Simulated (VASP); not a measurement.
# Ti (Im-3m) in VASP: a series of runs, part 2 of 2

VASP 6.6.1.

### 6 Single point, LDA

INCAR

```
SYSTEM = Ti
ALGO     = Normal         ! electronic algorithm
EDIFF    = 1E-6           ! SCF threshold, eV
ENCUT    = 500            ! plane-wave cutoff, eV
GGA      = CA             ! functional
GGA_COMPAT= .FALSE.      
ISIF     = 2              ! what is computed and relaxed
ISMEAR   = -1             ! smearing method
LASPH    = .TRUE.         ! aspherical terms in the spheres
LCHARG   = .FALSE.        ! write CHGCAR
LREAL    = .FALSE.        ! projectors in reciprocal space
LWAVE    = .FALSE.        ! write WAVECAR
NBANDS   = 12             ! bands
NELM     = 120            ! most SCF steps
PREC     = Accurate       ! precision mode
SIGMA    = 0.1            ! smearing width, eV
```

KPOINTS

```
k-points
0
G
  9 9 9
  0 0 0
```

POSCAR

```
Ti
1.0
    1.5842428223      1.5842428223      1.5842428223
   -1.5842428223      1.5842428223      1.5842428223
   -1.5842428223     -1.5842428223      1.5842428223
Ti
1
Direct
    0.0000000000      0.0000000000      0.0000000000
```

Potentials or basis: VASP PAW LDA potentials, release 64 (Ti_sv).

Run with:

```sh
> cat potpaw_LDA.64/Ti_sv/POTCAR > POTCAR
> mpirun -np 1 vasp_std > vasp.out
```

OUTCAR:

```text
SYSTEM = Ti
   EDIFF = 1E-6
   ENCUT = 500
   GGA = CA
   ISIF = 2
   ISMEAR = -1
   LASPH = .TRUE.
   LREAL = .FALSE.
   NELM = 120
   PREC = Accurate

 ion  position               nearest neighbor table
   1  0.000  0.000  0.000-

  LATTYP: Found a body centered cubic cell.
 ALAT       =     3.1684856446

  Lattice vectors:

 A1 = (   1.5842428223,  -1.5842428223,  -1.5842428223)
 A2 = (   1.5842428223,   1.5842428223,   1.5842428223)
 A3 = (  -1.5842428223,  -1.5842428223,   1.5842428223)

Analysis of symmetry for initial positions (statically):
=====================================================================
 Subroutine PRICEL returns:
 Original cell was already a primitive cell.

 Routine SETGRP: Setting up the symmetry group for a
 body centered cubic supercell.

 Subroutine GETGRP returns: Found 48 space group operations
 (whereof 48 operations were pure point group operations)
 out of a pool of 48 trial point group operations.

The static configuration has the point symmetry O_h .

Analysis of symmetry for dynamics (positions and initial velocities):
=====================================================================
 Subroutine PRICEL returns:
 Original cell was already a primitive cell.

 Routine SETGRP: Setting up the symmetry group for a
 body centered cubic supercell.

 Subroutine GETGRP returns: Found 48 space group operations
 (whereof 48 operations were pure point group operations)
 out of a pool of 48 trial point group operations.

The dynamic configuration has the point symmetry O_h .

 Subroutine INISYM returns: Found 48 space group operations
 (whereof 48 operations are pure point group operations),
 and found     1 'primitive' translations

----------------------------------------------------------------------------------------

                                     Primitive cell

  volume of cell :      15.9047

  direct lattice vectors                    reciprocal lattice vectors
     1.584242822  1.584242822  1.584242822     0.315608184  0.000000000  0.315608184
    -1.584242822  1.584242822  1.584242822    -0.315608184  0.315608184  0.000000000
    -1.584242822 -1.584242822  1.584242822     0.000000000 -0.315608184  0.315608184

  length of vectors
     2.743989060  2.743989060  2.743989060     0.446337374  0.446337374  0.446337374

  position of ions in fractional coordinates (direct lattice)
     0.000000000  0.000000000  0.000000000

  ion indices of the primitive-cell ions
   primitive index   ion index
                 1           1

----------------------------------------------------------------------------------------

 KPOINTS: k-points

Automatic generation of k-mesh.
 Grid dimensions read from file:
 generate k-points for:    9    9    9

 Generating k-lattice:

  Cartesian coordinates                     Fractional coordinates (reciprocal lattice)
     0.035067576  0.000000000  0.035067576     0.111111111  0.000000000  0.000000000
    -0.035067576  0.035067576  0.000000000     0.000000000  0.111111111  0.000000000
     0.000000000 -0.035067576  0.035067576     0.000000000  0.000000000  0.111111111

  Length of vectors
     0.049593042  0.049593042  0.049593042

  Shift w.r.t. Gamma in fractional coordinates (k-lattice)
     0.000000000  0.000000000  0.000000000

 Subroutine IBZKPT returns following result:
 ===========================================

 Found     35 irreducible k-points:

 Following reciprocal coordinates:
            Coordinates               Weight
  0.000000  0.000000  0.000000      1.000000
  0.111111  0.000000  0.000000     12.000000
  0.222222  0.000000  0.000000     12.000000
  0.333333  0.000000  0.000000     12.000000
  0.444444  0.000000  0.000000     12.000000
  0.222222  0.111111  0.000000     24.000000
[... 16 lines left out ...]
  0.111111 -0.444444  0.111111     24.000000
  0.222222 -0.444444  0.111111     24.000000
 [... further k-points ...]
   k-points           NKPTS =     35   k-points in BZ     NKDIM =     35   number of bands    NBANDS=     12
   number of dos      NEDOS =    301   number of ions     NIONS =      1
   total plane-waves  NPLWV =   8000
   dimension x,y,z NGX =    20 NGY =   20 NGZ =   20
   dimension x,y,z NGXF=    40 NGYF=   40 NGZF=   40
   ions per type =               1
   NGX,Y,Z   is equivalent  to a cutoff of  12.12, 12.12, 12.12 a.u.
   NGXF,Y,Z  is equivalent  to a cutoff of  24.23, 24.23, 24.23 a.u.
 SYSTEM =  Ti
   PREC   = accura    normal or accurate (medium, high low for compatibility)
   ISTART =      0    job   : 0-new  1-cont  2-samecut
   ICHARG =      2    charge: 1-file 2-atom 10-const
   ISPIN  =      1    spin polarized calculation?
   LNONCOLLINEAR =      F non collinear calculations
   LSORBIT =      F    spin-orbit coupling
   LASPH  =      T    aspherical Exc in radial PAW
   ENCUT  =  500.0 eV  36.75 Ry    6.06 a.u.   5.00  5.00  5.00*2*pi/ulx,y,z
   NELM   =    120;   NELMIN=  2; NELMDL= -5     # of ELM steps
   EDIFF  = 0.1E-05   stopping-criterion for ELM
   LREAL  =      F    real-space projection
   EDIFFG = 0.1E-04   stopping-criterion for IOM
   NSW    =      0    number of steps for IOM
   IBRION =     -1    ionic relax: 0-MD 1-quasi-New 2-CG
   NFREE  =      0    steps in history (QN), initial steepest desc. (CG)
   ISIF   =      2    stress and relaxation
   ISYM   =      2    0-nonsym 1-usesym 2-fastsym
   POTIM  = 0.5000    time-step for ionic-motion
   TEBEG  =    0.0;   TEEND  =   0.0 temperature during run
   PSTRESS=    0.0 pullay stress
   NELECT =      12.0000    total number of electrons
   NUPDOWN=      -1.0000    fix difference up-down
   EMIN   =  10.00;   EMAX   =-10.00  energy-range for DOS
   EFERMI =   0.00;   METHOD = LEGACY
   ISMEAR =    -1;   SIGMA  =   0.10  broadening in eV -4-tet -1-fermi 0-gaus
   EFERMI_NEDOS =   21; number of points for ismear=-14 and -15
   IALGO  =     38    algorithm
   IMIX   =      4    mixing-type and parameters
     AMIX     =   0.40;   BMIX     =  1.00
     AMIX_MAG =   1.60;   BMIX_MAG =  1.00
  volume/ion in A,a.u.               =      15.90       107.33
  Fermi-wavevector in a.u.,A,eV,Ry     =   1.490368  2.816387 30.221215  2.221197
  Thomas-Fermi vector in A             =   2.603159
   LORBIT       =      0    0 simple, 1 ext, 2 COOP (PROOUT), +10 PAW based schemes
   GGA     = CA    functional components
   LHFCALC =     F    Hartree Fock is set to
   AEXX    =    0.0000 exact exchange contribution
   IVDW    =     0    specifies the selected vdW correction
   LEPSILON=     F    determine dielectric tensor
   LRPA    =     F    only Hartree local field effects (RPA)
 non-spin polarized calculation
  energy-cutoff  :      500.00
  volume of cell :       15.90
 maximum number of plane-waves:       414
   NGX =  9   NGY =  9   NGZ =  9

 number of electron      11.9999999 magnetization

 Free energy of the ion-electron system (eV)
  ---------------------------------------------------
  ext. energy  EPLUGINS =         0.00000000
  ---------------------------------------------------
  free energy    TOTEN  =        -8.49409443 eV

  energy without entropy =       -8.42182534  energy(sigma->0) =       -8.45795988

 E-fermi :   8.7933     XC(G=0): -12.2060

 val. band max:        8.7428160028   @ k =   0.3333   0.2222   0.1111
 cond. band min:       8.7986041353   @ k =   0.4444   0.2222   0.0000
 fundamental gap:      0.0557881325
 Fermi energy:         8.7933305950

 k-point     1 :       0.0000    0.0000    0.0000
  band No.  band energies     occupation
      1     -46.8746      2.00000
      2     -22.9768      2.00000
      3     -22.9768      2.00000
      4     -22.9768      2.00000
      5       2.7487      2.00000
      6       9.8194      0.00007
      7       9.8194      0.00007
      8       9.8194      0.00007
      9      11.7973      0.00000
     10      11.7973      0.00000
     11      26.9140      0.00000
     12      26.9140      0.00000

 k-point     2 :       0.1111    0.0000    0.0000
  band No.  band energies     occupation
      1     -46.8519      2.00000
      2     -23.0896      2.00000
      3     -23.0108      2.00000
      4     -22.9777      2.00000
      5       3.2014      2.00000
      6       9.6090      0.00057
      7       9.7433      0.00015
      8      10.1635      0.00000
      9      11.5781      0.00000
     10      11.8117      0.00000
     11      26.3949      0.00000
     12      26.8487      0.00000
[... 316 lines left out ...]
 k-point    24 :       0.2222   -0.4444    0.1111
  band No.  band energies     occupation
      1     -46.6767      2.00000
      2     -23.7055      2.00000
      3     -23.3229      2.00000
      4     -23.1540      2.00000
      5       7.4517      2.00000
      6       8.1065      1.99792
      7       8.3889      1.96556
      8      12.0049      0.00000
      9      12.1994      0.00000
     10      15.2768      0.00000
     11      20.3292      0.00000
     12      20.4132      0.00000

 [... further k-points ...]
[... 5 lines left out ...]
  --------------------------------------------------------------------------------------
  -------------------------------------------------------------------------------------
  Total       -0.0204216     -0.0204216     -0.0204216     -0.0000000     -0.0000000     -0.0000000
  in kB       -2.0571904     -2.0571904     -2.0571904     -0.0000000     -0.0000000     -0.0000000
  external PRESSURE =      -2.0571904 kB  Pullay stress =       0.0000000 kB

 VOLUME and BASIS-vectors are now :
 -----------------------------------------------------------------------------
  energy-cutoff  :      500.00
  volume of cell :       15.90
      direct lattice vectors                 reciprocal lattice vectors
     1.584242822  1.584242822  1.584242822     0.315608184  0.000000000  0.315608184
    -1.584242822  1.584242822  1.584242822    -0.315608184  0.315608184  0.000000000
    -1.584242822 -1.584242822  1.584242822     0.000000000 -0.315608184  0.315608184

 POSITION                                       TOTAL-FORCE (eV/Angst)
 -----------------------------------------------------------------------------------
      0.00000      0.00000      0.00000        -0.000000      0.000000      0.000000
 -----------------------------------------------------------------------------------
    total drift:                               -0.000000      0.000000      0.000000

  FREE ENERGIE OF THE ION-ELECTRON SYSTEM (eV)
  ---------------------------------------------------
  free  energy   TOTEN  =        -8.4940944259 eV

  energy  without entropy=       -8.4218253413  energy(sigma->0) =       -8.45795988
```

Wall time 5.5 s (1 thread of Intel Xeon Platinum 8488C (Sapphire Rapids), shared host); peak memory 0.12 GiB.

What came out:

| Item | Value |
| --- | --- |
| Free energy | -8.4941 eV |
| Pressure | -0.2 GPa |
| Band gap on the k mesh | zero (band 6 reaches 9.82 eV, above the bottom of band 7 at 8.25 eV) |

Levels at points of the mesh, in eV from the Fermi level:
```tsv
k point	band 4	band 5	band 6	band 7	band 8	band 9
(0.00, 0.00, 0.00)	-31.77	-6.04	1.03	1.03	1.03	3.00
```

### 7 Overview

| task | cell | cutoff (eV) | gap on the mesh (eV) | pressure (GPa) |
| --- | --- | --- | --- | --- |
| single point | a = 2.744 Å, angles 70.5, 109.5, 70.5°, 1 atom | 520 | none | -0.2 |
| relaxation of cell and atoms | relaxed from a = 2.841 Å, angles 70.5, 109.5, 70.5°, 1 atom | 600 | none | 0.0 |
| single point | a = 2.744 Å, angles 70.5, 109.5, 70.5°, 1 atom | 500 | none | -0.2 |
| single point | a = 2.726 Å, angles 70.5, 109.5, 70.5°, 1 atom | 500 | none | 2.2 |

Alike in all rows: level LDA; potentials or basis VASP PAW LDA potentials, release 64 (Ti_sv); no spin polarisation; k mesh 9 × 9 × 9; smearing fermi-dirac 0.1 eV.

Total energies depend on the potentials used, so only differences within one code and one set of settings carry meaning.
